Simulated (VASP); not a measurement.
# Mn3Si (Fm-3m) in VASP: single point with LDA

Aim: the single point of Mn3Si with LDA.

All numbers are computed with VASP 6.6.1; they aren't measurements. Logs are shortened: lines on timing, memory, paths and dates and some standing lists are left out, and cuts for length are marked.

## (1) The cell of the first run

Symmetry: Fm-3m, No. 225, cubic system. Conventional cell: a = 5.722 Å, b = 5.722 Å, c = 5.722 Å, α = 90.00°, β = 90.00°, γ = 90.00°. Mn (site symmetry m-3m) has 8 Mn at 2.48 Å and 6 Si at 2.86 Å within 3.3 Å. Mn (site symmetry -43m) has 10 Mn at 2.48 to 2.86 Å and 4 Si at 2.48 Å within 3.3 Å. Si (site symmetry m-3m) has 14 Mn at 2.48 to 2.86 Å within 3.3 Å.

## (2) Single point, LDA, collinear spin, ferrimagnetic start

Input file INCAR:

```
PREC = Accurate
ENCUT = 680
EDIFF = 1E-6
ISMEAR = -1
SIGMA = 0.05
LREAL = F
LASPH = T
NELM = 200
ALGO = Normal
ISIF = 2
LWAVE = F
LCHARG = F
ISPIN = 2
MAGMOM = 0.967 -0.274 -0.273 0
LORBIT = 11
NUPDOWN = 0.42
LMAXMIX = 4
GGA = CA
NBANDS = 36
GGA_COMPAT = F
```

Input file KPOINTS:

```
regular mesh
0
Gamma
  10 10 10
```

Input file POSCAR:

```
Mn3Si
1.0
    0.0000000000      2.8610000000      2.8610000000
    2.8610000000      0.0000000000      2.8610000000
    2.8610000000      2.8610000000      0.0000000000
Mn Si
3 1
Direct
    0.5000000000      0.5000000000      0.5000000000
    0.2500000000      0.2500000000      0.2500000000
    0.7500000000      0.7500000000      0.7500000000
    0.0000000000      0.0000000000      0.0000000000
```

Potentials or basis: VASP PAW LDA potentials, release 64 (Mn_sv, Si).

On the command line:

```sh
$ cat potpaw_LDA.64/Mn_sv/POTCAR potpaw_LDA.64/Si/POTCAR > POTCAR
$ mpirun -np 1 vasp_std > vasp.out
```

OUTCAR:

```text
PREC = Accurate
   ENCUT = 680
   EDIFF = 1E-6
   ISMEAR = -1
   LREAL = F
   LASPH = T
   NELM = 200
   ISIF = 2
   ISPIN = 2
   LORBIT = 11
   NUPDOWN = 0.42
   GGA = CA

 ion  position               nearest neighbor table
   1  0.500  0.500  0.500-   2 2.48   2 2.48   2 2.48   3 2.48   3 2.48   3 2.48   3 2.48   2 2.48
                             4 2.86   4 2.86   4 2.86   4 2.86   4 2.86   4 2.86
   2  0.250  0.250  0.250-   4 2.48   4 2.48   4 2.48   1 2.48   1 2.48   1 2.48   4 2.48   1 2.48

   3  0.750  0.750  0.750-   1 2.48   1 2.48   1 2.48   4 2.48   4 2.48   4 2.48   4 2.48   1 2.48

   4  0.000  0.000  0.000-   3 2.48   3 2.48   3 2.48   2 2.48   2 2.48   2 2.48   3 2.48   2 2.48
                             1 2.86   1 2.86   1 2.86   1 2.86   1 2.86   1 2.86

  LATTYP: Found a face centered cubic cell.
 ALAT       =     5.7220000000

  Lattice vectors:

 A1 = (   0.0000000000,   2.8610000000,   2.8610000000)
 A2 = (   2.8610000000,   0.0000000000,   2.8610000000)
 A3 = (   2.8610000000,   2.8610000000,   0.0000000000)

Analysis of symmetry for initial positions (statically):
=====================================================================
 Subroutine PRICEL returns:
 Original cell was already a primitive cell.

 Routine SETGRP: Setting up the symmetry group for a
 face centered cubic supercell.

 Subroutine GETGRP returns: Found 48 space group operations
 (whereof 48 operations were pure point group operations)
 out of a pool of 48 trial point group operations.

The static configuration has the point symmetry O_h .

Analysis of symmetry for dynamics (positions and initial velocities):
=====================================================================
 Subroutine PRICEL returns:
 Original cell was already a primitive cell.

 Routine SETGRP: Setting up the symmetry group for a
 face centered cubic supercell.

 Subroutine GETGRP returns: Found 48 space group operations
 (whereof 48 operations were pure point group operations)
 out of a pool of 48 trial point group operations.

The dynamic configuration has the point symmetry O_h .

Analysis of structural, dynamic, and magnetic symmetry:
=====================================================================
 Subroutine PRICEL returns:
 Original cell was already a primitive cell.

 Routine SETGRP: Setting up the symmetry group for a
 face centered cubic supercell.

 Subroutine GETGRP returns: Found 24 space group operations
 (whereof 24 operations were pure point group operations)
 out of a pool of 48 trial point group operations.

The overall configuration has the point symmetry T_d .

 Subroutine INISYM returns: Found 24 space group operations
 (whereof 24 operations are pure point group operations),
 and found     1 'primitive' translations

[... 124 lines left out ...]
   LHFCALC =     F    Hartree Fock is set to
   AEXX    =    0.0000 exact exchange contribution
   IVDW    =     0    specifies the selected vdW correction
   LEPSILON=     F    determine dielectric tensor
   LRPA    =     F    only Hartree local field effects (RPA)
 spin polarized calculation
  energy-cutoff  :      680.00
  volume of cell :       46.84
 maximum number of plane-waves:      1917
   NGX = 17   NGY = 17   NGZ = 17

 number of electron      49.0000032 magnetization       0.4200000

 Free energy of the ion-electron system (eV)
  ---------------------------------------------------
  ext. energy  EPLUGINS =         0.00000000
  ---------------------------------------------------
  free energy    TOTEN  =       -37.29851479 eV

  energy without entropy =      -37.24570587  energy(sigma->0) =      -37.27211033

 E-fermi :  12.9030     XC(G=0): -13.4935

 val. band max:       12.8038887947   @ k =   0.3000   0.3000   0.0000
 cond. band min:      12.3517489192   @ k =   0.3000   0.2000   0.1000
 fundamental gap:     -0.4521398755
 Fermi energy:        12.3500699197

 spin component 1

 k-point     1 :       0.0000    0.0000    0.0000
  band No.  band energies     occupation
      1     -66.8124      1.00000
      2     -65.3831      1.00000
      3     -65.3589      1.00000
      4     -36.0562      1.00000
      5     -36.0562      1.00000
      6     -36.0562      1.00000
[... 925 lines left out ...]
     35      21.2341      0.00000
     36      22.8884      0.00000

 [... further k-points ...]

 spin component 2

 k-point     1 :       0.0000    0.0000    0.0000
  band No.  band energies     occupation
      1     -66.0303      1.00000
      2     -65.9962      1.00000
      3     -65.0993      1.00000
      4     -35.3115      1.00000
      5     -35.3115      1.00000
      6     -35.3115      1.00000
[... 925 lines left out ...]
     35      21.1936      0.00000
     36      22.9725      0.00000

 [... further k-points ...]
[... 5 lines left out ...]
  --------------------------------------------------------------------------------------
  -------------------------------------------------------------------------------------
  Total       -7.9808098     -7.9808098     -7.9808098      0.0000000      0.0000000      0.0000000
  in kB     -273.0071189   -273.0071189   -273.0071189      0.0000000      0.0000000      0.0000000
  external PRESSURE =    -273.0071189 kB  Pullay stress =       0.0000000 kB

 VOLUME and BASIS-vectors are now :
 -----------------------------------------------------------------------------
  energy-cutoff  :      680.00
  volume of cell :       46.84
      direct lattice vectors                 reciprocal lattice vectors
     0.000000000  2.861000000  2.861000000    -0.174764069  0.174764069  0.174764069
     2.861000000  0.000000000  2.861000000     0.174764069 -0.174764069  0.174764069
     2.861000000  2.861000000  0.000000000     0.174764069  0.174764069 -0.174764069

 POSITION                                       TOTAL-FORCE (eV/Angst)
 -----------------------------------------------------------------------------------
      2.86100      2.86100      2.86100         0.000000      0.000000      0.000000
      1.43050      1.43050      1.43050        -0.000000     -0.000000     -0.000000
      4.29150      4.29150      4.29150        -0.000000     -0.000000     -0.000000
      0.00000      0.00000      0.00000         0.000000      0.000000      0.000000
 -----------------------------------------------------------------------------------
    total drift:                               -0.000000     -0.000000     -0.000000

  FREE ENERGIE OF THE ION-ELECTRON SYSTEM (eV)
  ---------------------------------------------------
  free  energy   TOTEN  =       -37.2985147883 eV

  energy  without entropy=      -37.2457058726  energy(sigma->0) =      -37.27211033

 total charge

# of ion       s       p       d       tot
------------------------------------------
    1        2.223   6.065   4.687  12.975
    2        2.197   6.063   4.779  13.038
    3        2.197   6.063   4.779  13.038
    4        0.724   0.884   0.000   1.609
--------------------------------------------------
tot          7.341  19.074  14.245  40.660

 magnetization (x)

# of ion       s       p       d       tot
------------------------------------------
    1        0.012   0.008   1.582   1.601
    2       -0.003  -0.004  -0.607  -0.614
    3       -0.003  -0.004  -0.607  -0.614
    4        0.018   0.013   0.000   0.031
--------------------------------------------------
tot          0.024   0.013   0.367   0.404
```

OSZICAR:

```text
N       E                     dE             d eps       ncg     rms          rms(c)
DAV:   1     0.116100777271E+04    0.11610E+04   -0.28851E+04  7232   0.440E+03
DAV:   2     0.841950421679E+02   -0.10768E+04   -0.10419E+04  6784   0.880E+02
[... 14 lines left out ...]
DAV:  17    -0.372985276283E+02   -0.16195E-03   -0.51789E-04 12684   0.247E-01    0.165E-01
DAV:  18    -0.372985419450E+02   -0.14317E-04   -0.21853E-04 10908   0.167E-01    0.112E-01
DAV:  19    -0.372985229034E+02    0.19042E-04   -0.39069E-05 10396   0.697E-02    0.644E-02
DAV:  20    -0.372985169170E+02    0.59863E-05   -0.48360E-06  8128   0.209E-02    0.376E-02
DAV:  21    -0.372985143611E+02    0.25560E-05   -0.71966E-06  7900   0.390E-02    0.116E-02
DAV:  22    -0.372985147883E+02   -0.42729E-06   -0.10974E-06  4800   0.185E-02
   1 F= -.37298515E+02 E0= -.37272110E+02  d E =-.528089E-01  mag=     0.4200
```

It took 6.1 min on 1 thread of Intel Xeon Platinum 8259CL at 2.50GHz (Skylake/Cascade Lake), shared host; peak memory 0.3 GiB.

Results:

```yaml
Free_energy: -37.2985 eV
Pressure: -27.3 GPa
Net_moment: 0.42 μB per cell
Site_moments: Mn +1.60, -0.61 (each value once); Si +0.03 μB
Valence_electrons_inside_the_program's_atomic_spheres: Mn 12.97, 13.04 (each value once); Si 1.61
```

Caveat: the cell stands under tension; the total moment is fixed, so each spin has its own Fermi level and the state may be an excited one.
